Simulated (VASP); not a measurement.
The system is AlAu.

```
CELL_PARAMETERS angstrom
3.22000 0.00000 0.00000
0.00000 3.22000 0.00000
0.00000 0.00000 3.22000
ATOMIC_POSITIONS crystal
Al 0.00000 0.00000 0.00000
Au 0.50000 0.50000 0.50000
```

| Quantity | Value |
| --- | --- |
| Program | VASP 6.6.1 |
| Task | relaxation of cell and atoms |
| Functional | LDA |
| Potentials or basis | VASP PAW LDA potentials, release 64 (Al, Au) |
| Cutoff | 600 eV |
| k mesh | 6 × 6 × 6 |
| Occupations | gaussian, width 0.05 eV |
| Spin | no spin polarisation |

At the start: pressure -7.6 GPa; volume 16.69 Å³/atom.

Problem. Where does the relaxation end?

Solution. Over 3 steps the energy falls by 24.3 meV/atom and the volume is 15.74 Å³/atom (-5.7 %); space group Pm-3m (No. 221, to 0.05 Å).

The path:
| step | energy change (eV) | largest force (eV/Å) | pressure (GPa) | volume (Å³) |
| --- | --- | --- | --- | --- |
| 1 | 0.0000 | 0.0000 | -7.59 | 33.39 |
| 2 | 0.0010 | 0.0000 | 9.58 | 29.71 |
| 3 | -0.0485 | 0.0000 | -0.09 | 31.47 |

Final structure:
```
Al Au
1.0
     3.15732    0.00000    0.00000
     0.00000    3.15732    0.00000
     0.00000    0.00000    3.15732
Al Au
1 1
Cartesian
  0.0000 0.0000 0.0000
  1.5787 1.5787 1.5787
```
